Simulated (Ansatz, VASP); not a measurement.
## One calculation of Mg5CdSe6, two programs

POSCAR

```
Mg5CdSe6
1.0
    4.2654673267      0.0000000000      0.0000000000
   -2.1327336633      3.6940030639      0.0000000000
    0.0000000000      0.0000000000     20.8663537420
Mg Cd Se
5 1 6
Direct
    0.0000000000      0.0000000000      0.0012964145
    0.6666666667      0.3333333333      0.1663948533
    0.3333333333      0.6666666667      0.3315055306
    0.0000000000      0.0000000000      0.4963641216
    0.3333333333      0.6666666667      0.8360705148
    0.6666666667      0.3333333333      0.6681576991
    0.0000000000      0.0000000000      0.1257439417
    0.6666666667      0.3333333333      0.2908387638
    0.3333333333      0.6666666667      0.4559664630
    0.0000000000      0.0000000000      0.6207164815
    0.6666666667      0.3333333333      0.7963212836
    0.3333333333      0.6666666667      0.9606239326
```

Contents of INCAR.step1:

```
SYSTEM = Mg5CdSe6
PREC = Accurate
ENCUT = 520
ISMEAR = 0
SIGMA = 0.02
LREAL = .FALSE.
LASPH = .TRUE.
NELM = 80
NBANDS = 41
GGA = PE
ALGO = Normal
EDIFF = 1E-4
LWAVE = .TRUE.
LCHARG = .FALSE.
```

Contents of INCAR.step2:

```
SYSTEM = Mg5CdSe6
PREC = Accurate
ENCUT = 520
EDIFF = 1E-6
ISMEAR = 0
SIGMA = 0.02
LREAL = .FALSE.
LASPH = .TRUE.
NELM = 80
ALGO = Normal
ISIF = 2
LWAVE = .FALSE.
LCHARG = .FALSE.
METAGGA = R2SCAN
LMIXTAU = .TRUE.
NBANDS = 41
ISTART = 1
```

Contents of KPOINTS:

```
Automatic mesh
0
G
  6 6 2
  0 0 0
```

Input for Ansatz:

```yaml
crystal:
  lattice:
    - [4.2654673267, 0.0, 0.0]
    - [-2.1327336633, 3.6940030639, 0.0]
    - [0.0, 0.0, 20.866353742]
  atoms:
    - { symbol: Mg, position: [0.0, 0.0, 0.0012964145] }
    - { symbol: Mg, position: [0.6666666667, 0.3333333333, 0.1663948533] }
    - { symbol: Mg, position: [0.3333333333, 0.6666666667, 0.3315055306] }
    - { symbol: Mg, position: [0.0, 0.0, 0.4963641216] }
    - { symbol: Mg, position: [0.3333333333, 0.6666666667, 0.8360705148] }
    - { symbol: Cd, position: [0.6666666667, 0.3333333333, 0.6681576991] }
    - { symbol: Se, position: [0.0, 0.0, 0.1257439417] }
    - { symbol: Se, position: [0.6666666667, 0.3333333333, 0.2908387638] }
    - { symbol: Se, position: [0.3333333333, 0.6666666667, 0.455966463] }
    - { symbol: Se, position: [0.0, 0.0, 0.6207164815] }
    - { symbol: Se, position: [0.6666666667, 0.3333333333, 0.7963212836] }
    - { symbol: Se, position: [0.3333333333, 0.6666666667, 0.9606239326] }
basis:
  ecutwfc: 500
kpoints:
  mp_grid: { grid: [6, 6, 2] }
  band_path:
    path:
      - [[0.0, 0.0, 0.0], [0.5, 0.0, 0.0], [0.33333333, 0.33333333, 0.0], [0.0, 0.0, 0.0], [0.0, 0.0, 0.5], [0.5, 0.0, 0.5], [0.33333333, 0.33333333, 0.5], [0.0, 0.0, 0.5]]
      - [[0.5, 0.0, 0.5], [0.5, 0.0, 0.0]]
      - [[0.33333333, 0.33333333, 0.5], [0.33333333, 0.33333333, 0.0]]
    npoints: 10
hamiltonian:
  xc: r2scan
scf:
  occupations: { method: gaussian, width: 0.02 }
  n_extra_bands: 30
output:
  forces: true
  stress: true
  eigenvalues: true
  populations: true
  dos: { projected: true, de: 0.02, nscf_kmesh: { grid: [9, 9, 3] } }
  bader: false
  write_density: true
  write_potential: true
  elf: true
  volumetric_format: npy
```

Alike in both runs: task single point; functional r2SCAN; k mesh 6 × 6 × 2; occupations gaussian, width 0.02 eV; no spin polarisation.

|  | VASP | Ansatz |
| --- | --- | --- |
| version | VASP 6.6.1 | Ansatz 0.2.0 |
| potentials or method | VASP PAW PBE potentials, release 64 (Mg, Cd, Se), cutoff 520 eV | scalar-relativistic, plane waves, PAW |
| valence electrons in the cell | 58 | 166 |

|  | VASP | Ansatz | Ansatz less VASP |
| --- | --- | --- | --- |
| gap on the k mesh at the Fermi level (eV) | 2.22 | 2.23 | +0.014 |
| least direct gap on the mesh (eV) | 2.22 | 2.23 | +0.014 |
| pressure (GPa) | -1.3 | -1.2 | +0.12 |
| rms of the force components (eV/Å) | 0.005 | 0.006 | +0.0009 |

VASP's potentials were made for PBE, not for r2SCAN. Atom by atom the forces differ by 0.010 eV/Å (rms over components). With one functional, cell and mesh, what is left measures potentials, basis and numerics. VASP's potentials hold 58 valence electrons a cell and Ansatz's 166, so a difference there can come from the potentials and not from the codes. Ansatz's warnings: k point list ram cut.
